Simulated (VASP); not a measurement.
# LiSb3 (Pm-3m) in VASP: notebook

The runs below take LiSb3 through single point, with RPBE.

All numbers are computed with VASP 6.6.1; they aren't measurements. Logs are shortened: lines on timing, memory, paths and dates and some standing lists are left out, and cuts for length are marked.

**1. The cell of the first run**

The structure is cubic, space group Pm-3m (No. 221). Conventional cell: a = 4.486 Å, b = 4.486 Å, c = 4.486 Å, α = 90.00°, β = 90.00°, γ = 90.00°. Li (site symmetry m-3m) has 12 Sb at 3.17 Å within 4.2 Å. Sb (site symmetry 4/mmm) has 4 Li at 3.17 Å and 8 Sb at 3.17 Å within 4.2 Å.

**2. Single point, RPBE**

Contents of INCAR:

```
ALGO = Normal
EDIFF = 1E-6
ENCUT = 520
GGA = RP
ISIF = 2
ISMEAR = -1
LASPH = True
LCHARG = False
LREAL = False
LWAVE = False
NBANDS = 17
NELM = 100
PREC = Accurate
SIGMA = 0.05
```

Contents of KPOINTS:

```
k-points
0
Gamma
  4 4 4
```

Contents of POSCAR:

```
LiSb3
1.0
    4.4857464359      0.0000000000      0.0000000000
    0.0000000000      4.4857464359      0.0000000000
    0.0000000000      0.0000000000      4.4857464359
Li Sb
1 3
Direct
    0.0000000000      0.0000000000      0.0000000000
    0.5000000000      0.0000000000      0.5000000000
    0.0000000000      0.5000000000      0.5000000000
    0.5000000000      0.5000000000      0.0000000000
```

Potentials or basis: VASP PAW PBE potentials, release 64 (Li_sv, Sb).

Started as:

```console
> cat potpaw_PBE.64/Li_sv/POTCAR potpaw_PBE.64/Sb/POTCAR > POTCAR
> mpirun -np 1 vasp_std > vasp.out
```

OUTCAR:

```text
EDIFF = 1E-6
   ENCUT = 520
   GGA = RP
   ISIF = 2
   ISMEAR = -1
   LASPH = True
   LREAL = False
   NELM = 100
   PREC = Accurate

 ion  position               nearest neighbor table
   1  0.000  0.000  0.000-   2 3.17   3 3.17   4 3.17   2 3.17   3 3.17   3 3.17   4 3.17   3 3.17
                             2 3.17   4 3.17   2 3.17   4 3.17
   2  0.500  0.000  0.500-   1 3.17   3 3.17   4 3.17   1 3.17   4 3.17   3 3.17   4 3.17   4 3.17
                             1 3.17   3 3.17   1 3.17   3 3.17
   3  0.000  0.500  0.500-   1 3.17   2 3.17   4 3.17   1 3.17   4 3.17   1 3.17   2 3.17   1 3.17
                             2 3.17   4 3.17   4 3.17   2 3.17
   4  0.500  0.500  0.000-   1 3.17   2 3.17   3 3.17   2 3.17   3 3.17   1 3.17   2 3.17   2 3.17
                             1 3.17   3 3.17   3 3.17   1 3.17

  LATTYP: Found a simple cubic cell.
 ALAT       =     4.4857464359

  Lattice vectors:

 A1 = (   4.4857464359,   0.0000000000,   0.0000000000)
 A2 = (   0.0000000000,   4.4857464359,   0.0000000000)
 A3 = (   0.0000000000,   0.0000000000,   4.4857464359)

Analysis of symmetry for initial positions (statically):
=====================================================================
 Subroutine PRICEL returns:
 Original cell was already a primitive cell.

 Routine SETGRP: Setting up the symmetry group for a
 simple cubic supercell.

 Subroutine GETGRP returns: Found 48 space group operations
 (whereof 48 operations were pure point group operations)
 out of a pool of 48 trial point group operations.

The static configuration has the point symmetry O_h .

Analysis of symmetry for dynamics (positions and initial velocities):
=====================================================================
 Subroutine PRICEL returns:
 Original cell was already a primitive cell.

 Routine SETGRP: Setting up the symmetry group for a
 simple cubic supercell.

 Subroutine GETGRP returns: Found 48 space group operations
 (whereof 48 operations were pure point group operations)
 out of a pool of 48 trial point group operations.

The dynamic configuration has the point symmetry O_h .

 Subroutine INISYM returns: Found 48 space group operations
 (whereof 48 operations are pure point group operations),
 and found     1 'primitive' translations

----------------------------------------------------------------------------------------

                                     Primitive cell

  volume of cell :      90.2618

  direct lattice vectors                    reciprocal lattice vectors
     4.485746436  0.000000000  0.000000000     0.222928339  0.000000000  0.000000000
     0.000000000  4.485746436  0.000000000     0.000000000  0.222928339  0.000000000
     0.000000000  0.000000000  4.485746436     0.000000000  0.000000000  0.222928339

  length of vectors
     4.485746436  4.485746436  4.485746436     0.222928339  0.222928339  0.222928339

  position of ions in fractional coordinates (direct lattice)
     0.000000000  0.000000000  0.000000000
     0.500000000  0.000000000  0.500000000
     0.000000000  0.500000000  0.500000000
     0.500000000  0.500000000  0.000000000

  ion indices of the primitive-cell ions
   primitive index   ion index
                 1           1
                 2           2
                 3           3
                 4           4

----------------------------------------------------------------------------------------

 KPOINTS: k-points

Automatic generation of k-mesh.
 Grid dimensions read from file:
 generate k-points for:    4    4    4

 Generating k-lattice:

  Cartesian coordinates                     Fractional coordinates (reciprocal lattice)
     0.055732085  0.000000000  0.000000000     0.250000000  0.000000000  0.000000000
     0.000000000  0.055732085  0.000000000     0.000000000  0.250000000  0.000000000
     0.000000000  0.000000000  0.055732085     0.000000000  0.000000000  0.250000000

  Length of vectors
     0.055732085  0.055732085  0.055732085

  Shift w.r.t. Gamma in fractional coordinates (k-lattice)
     0.000000000  0.000000000  0.000000000

 Subroutine IBZKPT returns following result:
 ===========================================

 Found     10 irreducible k-points:

 Following reciprocal coordinates:
            Coordinates               Weight
  0.000000  0.000000  0.000000      1.000000
  0.250000  0.000000  0.000000      6.000000
  0.500000  0.000000  0.000000      3.000000
  0.250000  0.250000  0.000000     12.000000
  0.500000  0.250000  0.000000     12.000000
  0.500000  0.500000  0.000000      3.000000
  0.250000  0.250000  0.250000      8.000000
  0.500000  0.250000  0.250000     12.000000
  0.500000  0.500000  0.250000      6.000000
  0.500000  0.500000  0.500000      1.000000
   k-points           NKPTS =     10   k-points in BZ     NKDIM =     10   number of bands    NBANDS=     17
   number of dos      NEDOS =    301   number of ions     NIONS =      4
   total plane-waves  NPLWV =  46656
   dimension x,y,z NGX =    36 NGY =   36 NGZ =   36
   dimension x,y,z NGXF=    72 NGYF=   72 NGZF=   72
   ions per type =               1   3
   NGX,Y,Z   is equivalent  to a cutoff of  13.34, 13.34, 13.34 a.u.
   NGXF,Y,Z  is equivalent  to a cutoff of  26.68, 26.68, 26.68 a.u.
 SYSTEM =  unknown system
   PREC   = accura    normal or accurate (medium, high low for compatibility)
   ISTART =      0    job   : 0-new  1-cont  2-samecut
   ICHARG =      2    charge: 1-file 2-atom 10-const
   ISPIN  =      1    spin polarized calculation?
   LNONCOLLINEAR =      F non collinear calculations
   LSORBIT =      F    spin-orbit coupling
   LASPH  =      T    aspherical Exc in radial PAW
   ENCUT  =  520.0 eV  38.22 Ry    6.18 a.u.   8.34  8.34  8.34*2*pi/ulx,y,z
   NELM   =    100;   NELMIN=  2; NELMDL= -5     # of ELM steps
   EDIFF  = 0.1E-05   stopping-criterion for ELM
   LREAL  =      F    real-space projection
   EDIFFG = 0.1E-04   stopping-criterion for IOM
   NSW    =      0    number of steps for IOM
   IBRION =     -1    ionic relax: 0-MD 1-quasi-New 2-CG
   NFREE  =      0    steps in history (QN), initial steepest desc. (CG)
   ISIF   =      2    stress and relaxation
   ISYM   =      2    0-nonsym 1-usesym 2-fastsym
   POTIM  = 0.5000    time-step for ionic-motion
   TEBEG  =    0.0;   TEEND  =   0.0 temperature during run
   PSTRESS=    0.0 pullay stress
   NELECT =      18.0000    total number of electrons
   NUPDOWN=      -1.0000    fix difference up-down
   EMIN   =  10.00;   EMAX   =-10.00  energy-range for DOS
   EFERMI =   0.00;   METHOD = LEGACY
   ISMEAR =    -1;   SIGMA  =   0.05  broadening in eV -4-tet -1-fermi 0-gaus
   EFERMI_NEDOS =   21; number of points for ismear=-14 and -15
   IALGO  =     38    algorithm
   IMIX   =      4    mixing-type and parameters
     AMIX     =   0.40;   BMIX     =  1.00
     AMIX_MAG =   1.60;   BMIX_MAG =  1.00
  volume/ion in A,a.u.               =      22.57       152.28
  Fermi-wavevector in a.u.,A,eV,Ry     =   0.956454  1.807437 12.446678  0.914805
  Thomas-Fermi vector in A             =   2.085384
   LORBIT       =      0    0 simple, 1 ext, 2 COOP (PROOUT), +10 PAW based schemes
   GGA     = RP    functional components
   LHFCALC =     F    Hartree Fock is set to
   AEXX    =    0.0000 exact exchange contribution
   IVDW    =     0    specifies the selected vdW correction
   LEPSILON=     F    determine dielectric tensor
   LRPA    =     F    only Hartree local field effects (RPA)
 non-spin polarized calculation
  energy-cutoff  :      520.00
  volume of cell :       90.26
 maximum number of plane-waves:      2469
 NGX is ok and might be reduce to    36
   NGX = 17   NGY = 17   NGZ = 17

 number of electron      18.0000013 magnetization

 Free energy of the ion-electron system (eV)
  ---------------------------------------------------
  ext. energy  EPLUGINS =         0.00000000
  ---------------------------------------------------
  free energy    TOTEN  =       -12.83097905 eV

  energy without entropy =      -12.80697949  energy(sigma->0) =      -12.81897927

 E-fermi :   8.3184     XC(G=0):  -9.9851

 val. band max:        8.2379793087   @ k =   0.2500   0.0000   0.0000
 cond. band min:       8.6617251004   @ k =   0.5000   0.2500   0.2500
 fundamental gap:      0.4237457917
 Fermi energy:         8.3183918132

 k-point     1 :       0.0000    0.0000    0.0000
  band No.  band energies     occupation
      1     -39.1302      2.00000
      2      -4.7019      2.00000
      3       1.4108      2.00000
      4       1.4108      2.00000
      5       3.6867      2.00000
      6       3.6867      2.00000
[... 9 lines left out ...]
     16      13.9766      0.00000
     17      13.9766      0.00000

 k-point     2 :       0.2500    0.0000    0.0000
  band No.  band energies     occupation
      1     -39.1301      2.00000
      2      -4.2908      2.00000
      3      -0.4861      2.00000
      4       1.5775      2.00000
      5       4.1458      2.00000
      6       4.1458      2.00000
[... 9 lines left out ...]
     16      14.7590      0.00000
     17      15.7354      0.00000

 k-point     3 :       0.5000    0.0000    0.0000
  band No.  band energies     occupation
      1     -39.1301      2.00000
      2      -3.5135      2.00000
      3      -2.0529      2.00000
      4       1.7697      2.00000
      5       4.9812      2.00000
      6       4.9812      2.00000
[... 9 lines left out ...]
     16      14.5059      0.00000
     17      14.5059      0.00000

 k-point     4 :       0.2500    0.2500    0.0000
  band No.  band energies     occupation
      1     -39.1301      2.00000
      2      -3.8736      2.00000
      3      -0.5641      2.00000
      4       0.3093      2.00000
      5       4.3868      2.00000
      6       4.6146      2.00000
[... 9 lines left out ...]
     16      14.1782      0.00000
     17      15.2936      0.00000

 k-point     5 :       0.5000    0.2500    0.0000
  band No.  band energies     occupation
      1     -39.1301      2.00000
      2      -3.0587      2.00000
      3      -1.8024      2.00000
      4       0.3369      2.00000
      5       4.1324      2.00000
      6       5.3258      2.00000
[... 9 lines left out ...]
     16      14.1906      0.00000
     17      14.8614      0.00000

 k-point     6 :       0.5000    0.5000    0.0000
  band No.  band energies     occupation
      1     -39.1301      2.00000
      2      -1.9147      2.00000
      3      -1.4866      2.00000
      4      -1.4866      2.00000
      5       2.9174      2.00000
      6       5.9947      2.00000
[... 9 lines left out ...]
     16      15.4799      0.00000
     17      15.4799      0.00000

 k-point     7 :       0.2500    0.2500    0.2500
  band No.  band energies     occupation
      1     -39.1301      2.00000
      2      -3.4544      2.00000
      3      -0.2917      2.00000
      4      -0.2917      2.00000
      5       2.8188      2.00000
      6       5.3284      2.00000
[... 9 lines left out ...]
     16      15.2100      0.00000
     17      15.2100      0.00000

 k-point     8 :       0.5000    0.2500    0.2500
  band No.  band energies     occupation
      1     -39.1300      2.00000
      2      -2.6145      2.00000
      3      -1.5375      2.00000
      4       0.0604      2.00000
      5       3.1170      2.00000
      6       4.1427      2.00000
[... 9 lines left out ...]
     16      15.1877      0.00000
     17      15.5001      0.00000

 k-point     9 :       0.5000    0.5000    0.2500
  band No.  band energies     occupation
      1     -39.1300      2.00000
      2      -1.5027      2.00000
      3      -1.1979      2.00000
      4      -1.1979      2.00000
      5       3.0353      2.00000
      6       3.1259      2.00000
[... 9 lines left out ...]
     16      15.9443      0.00000
     17      15.9443      0.00000

 k-point    10 :       0.5000    0.5000    0.5000
  band No.  band energies     occupation
      1     -39.1300      2.00000
      2      -0.8165      2.00000
      3      -0.8165      2.00000
      4      -0.8165      2.00000
      5       1.4800      2.00000
      6       3.1659      2.00000
[... 9 lines left out ...]
     16      17.1290      0.00000
     17      17.1290      0.00000

------------------------ aborting loop because EDIFF is reached ----------------------------------------

  FORCE on cell =-STRESS in cart. coord.  units (eV):
  Direction    XX          YY          ZZ          XY          YZ          ZX
  --------------------------------------------------------------------------------------
  -------------------------------------------------------------------------------------
  Total        5.4312741      5.4312741      5.4312741      0.0000000      0.0000000     -0.0000000
  in kB       96.4069045     96.4069045     96.4069045      0.0000000      0.0000000     -0.0000000
  external PRESSURE =      96.4069045 kB  Pullay stress =       0.0000000 kB

 VOLUME and BASIS-vectors are now :
 -----------------------------------------------------------------------------
  energy-cutoff  :      520.00
  volume of cell :       90.26
      direct lattice vectors                 reciprocal lattice vectors
     4.485746436  0.000000000  0.000000000     0.222928339  0.000000000  0.000000000
     0.000000000  4.485746436  0.000000000     0.000000000  0.222928339  0.000000000
     0.000000000  0.000000000  4.485746436     0.000000000  0.000000000  0.222928339

 POSITION                                       TOTAL-FORCE (eV/Angst)
 -----------------------------------------------------------------------------------
      0.00000      0.00000      0.00000         0.000000      0.000000      0.000000
      2.24287      0.00000      2.24287         0.000000      0.000000      0.000000
      0.00000      2.24287      2.24287         0.000000      0.000000      0.000000
      2.24287      2.24287      0.00000         0.000000      0.000000      0.000000
 -----------------------------------------------------------------------------------
    total drift:                               -0.000000      0.000000      0.000000

  FREE ENERGIE OF THE ION-ELECTRON SYSTEM (eV)
  ---------------------------------------------------
  free  energy   TOTEN  =       -12.8309790509 eV

  energy  without entropy=      -12.8069794907  energy(sigma->0) =      -12.81897927
```

Run time: 33 s. Hardware: 1 thread of AMD EPYC 7R13, shared host; peak memory 0.17 GiB.

What came out:

| Item | Value |
| --- | --- |
| Free energy | -12.8310 eV |
| Band gap on the k mesh | zero (band 9 reaches 9.62 eV, above the bottom of band 10 at 7.57 eV) |

Levels at points of the mesh, in eV from the Fermi level:
| k point | band 5 | band 6 | band 7 | band 8 | band 9 | band 10 | band 11 | band 12 | band 13 | band 14 |
| --- | --- | --- | --- | --- | --- | --- | --- | --- | --- | --- |
| (0.00, 0.00, 0.00) | -4.63 | -4.63 | -4.63 | 0.69 | 1.20 | 1.20 | 1.20 | 3.03 | 3.03 | 3.03 |
| (0.50, 0.00, 0.00) | -3.34 | -3.34 | -1.63 | -1.63 | -1.04 | -0.75 | -0.71 | 3.11 | 3.11 | 4.74 |
| (0.50, 0.50, 0.00) | -5.40 | -2.32 | -1.51 | -1.00 | -1.00 | -0.62 | -0.62 | 2.86 | 4.49 | 4.50 |
| (0.50, 0.50, 0.50) | -6.84 | -5.15 | -5.15 | -5.15 | 0.48 | 4.82 | 4.82 | 5.43 | 5.43 | 5.43 |

Caveat: the cutoff is under 1.25 times the usual one of these potentials, so pressure, stress and relaxed cells hold a basis-set (Pulay) error; the PAW data sets were made with another functional, which shifts forces and pressure a little; spin-orbit coupling is left out, which moves the levels of the heavy elements.

**3. Single point, RPBE**

This run uses another cell than the first one, of 23.59 Å³/atom, 1.045 times its volume.

Contents of INCAR:

```
SYSTEM = LiSb3
  ALGO = Normal
  EDIFF = 1E-7
  ENCUT = 520
  GGA = RP
  ISIF = 2
  ISMEAR = -1
  LASPH = .TRUE.
  LCHARG = .FALSE.
  LREAL = .FALSE.
  LWAVE = .FALSE.
  NBANDS = 17
  NELM = 100
  PREC = Accurate
  SIGMA = 0.05
```

Contents of KPOINTS:

```
k-points
0
G
  4 4 4
  0 0 0
```

Contents of POSCAR:

```
LiSb3
1.0
    4.5527077473      0.0000000000      0.0000000000
    0.0000000000      4.5527077473      0.0000000000
    0.0000000000      0.0000000000      4.5527077473
Li Sb
1 3
Direct
    0.0000000000      0.0000000000      0.0000000000
    0.5000000000      0.0000000000      0.5000000000
    0.0000000000      0.5000000000      0.5000000000
    0.5000000000      0.5000000000      0.0000000000
```

Potentials or basis: VASP PAW PBE potentials, release 64 (Li_sv, Sb).

Started as:

```console
> cat potpaw_PBE.64/Li_sv/POTCAR potpaw_PBE.64/Sb/POTCAR > POTCAR
> mpirun -np 1 vasp_std > vasp.out
```

Run time: 40 s. Hardware: 1 thread of AMD EPYC 7R13, shared host; peak memory 0.17 GiB.

The run converged. Its results:

| Item | Value |
| --- | --- |
| Free energy | -13.0310 eV |
| Band gap on the k mesh | zero (band 9 reaches 9.14 eV, above the bottom of band 10 at 6.93 eV) |

Levels at points of the mesh, in eV from the Fermi level:
```
           k point  band 6  band 7  band 8  band 9  band 10  band 11  band 12  band 13
(0.00, 0.00, 0.00)   -4.42   -4.42    0.79    1.13     1.13     1.13     2.96     2.96
(0.50, 0.00, 0.00)   -3.18   -1.54   -1.54   -0.96    -0.85    -0.64     2.96     2.96
(0.50, 0.50, 0.00)   -2.33   -1.43   -0.95   -0.95    -0.66    -0.66     2.92     4.26
(0.50, 0.50, 0.50)   -4.91   -4.91   -4.91    0.55     4.56     4.56     5.10     5.10
```

Caveat: the cutoff is under 1.25 times the usual one of these potentials, so pressure, stress and relaxed cells hold a basis-set (Pulay) error; the PAW data sets were made with another functional, which shifts forces and pressure a little; spin-orbit coupling is left out, which moves the levels of the heavy elements.

**4. Single point, RPBE**

This run uses another cell than the first one, of 24.62 Å³/atom, 1.091 times its volume.

Contents of INCAR:

```
SYSTEM = LiSb3
  PREC = Accurate
  ENCUT = 520
  EDIFF = 1E-6
  ISMEAR = -1
  SIGMA = 0.05
  LREAL = .False.
  LASPH = .True.
  NELM = 100
  ALGO = Normal
  ISIF = 2
  LWAVE = .False.
  LCHARG = .False.
  GGA = RP
  NBANDS = 17
```

Contents of KPOINTS:

```
Automatic mesh
0
Gamma
  4 4 4
  0 0 0
```

Contents of POSCAR:

```
LiSb3
1.0
    4.6177552177      0.0000000000      0.0000000000
    0.0000000000      4.6177552177      0.0000000000
    0.0000000000      0.0000000000      4.6177552177
Li Sb
1 3
Direct
    0.0000000000      0.0000000000      0.0000000000
    0.5000000000      0.0000000000      0.5000000000
    0.0000000000      0.5000000000      0.5000000000
    0.5000000000      0.5000000000      0.0000000000
```

Started as:

```console
> cat potpaw_PBE.64/Li_sv/POTCAR potpaw_PBE.64/Sb/POTCAR > POTCAR
> mpirun -np 1 vasp_std > vasp.out
```

Wall time 34 s (1 thread of AMD EPYC 7R13, shared host); peak memory 0.18 GiB.

The run converged. Its results:

* Free energy: -13.1491 eV
* Band gap on the k mesh: zero (band 9 reaches 8.71 eV, above the bottom of band 10 at 6.40 eV)

Levels at points of the mesh, in eV from the Fermi level:
```csv
k point,band 6,band 7,band 8,band 9,band 10,band 11,band 12,band 13
"(0.00, 0.00, 0.00)",-4.23,-4.23,0.88,1.06,1.06,1.06,2.87,2.87
"(0.50, 0.00, 0.00)",-3.04,-1.46,-1.46,-0.95,-0.90,-0.59,2.82,2.82
"(0.50, 0.50, 0.00)",-2.33,-1.35,-0.91,-0.91,-0.70,-0.70,2.96,4.04
"(0.50, 0.50, 0.50)",-4.69,-4.69,-4.69,0.62,4.32,4.32,4.80,4.80
```

Caveat: the cutoff is under 1.25 times the usual one of these potentials, so pressure, stress and relaxed cells hold a basis-set (Pulay) error; the PAW data sets were made with another functional, which shifts forces and pressure a little; spin-orbit coupling is left out, which moves the levels of the heavy elements.

**5. Summary**

```tsv
cell	gap on the mesh (eV)
a = 4.486 Å, 4 atoms	none
a = 4.553 Å, 4 atoms	none
a = 4.618 Å, 4 atoms	none
```

Alike in all rows: task single point; level RPBE; potentials or basis VASP PAW PBE potentials, release 64 (Li_sv, Sb); no spin polarisation; k mesh 4 × 4 × 4; cutoff (eV) 520; smearing fermi-dirac 0.05 eV.

Caveats: the cutoff is under 1.25 times the usual one of these potentials, so pressure, stress and relaxed cells hold a basis-set (Pulay) error; the PAW data sets were made with another functional, which shifts forces and pressure a little; spin-orbit coupling is left out, which moves the levels of the heavy elements.

Total energies depend on the potentials used, so only differences within one code and one set of settings carry meaning.
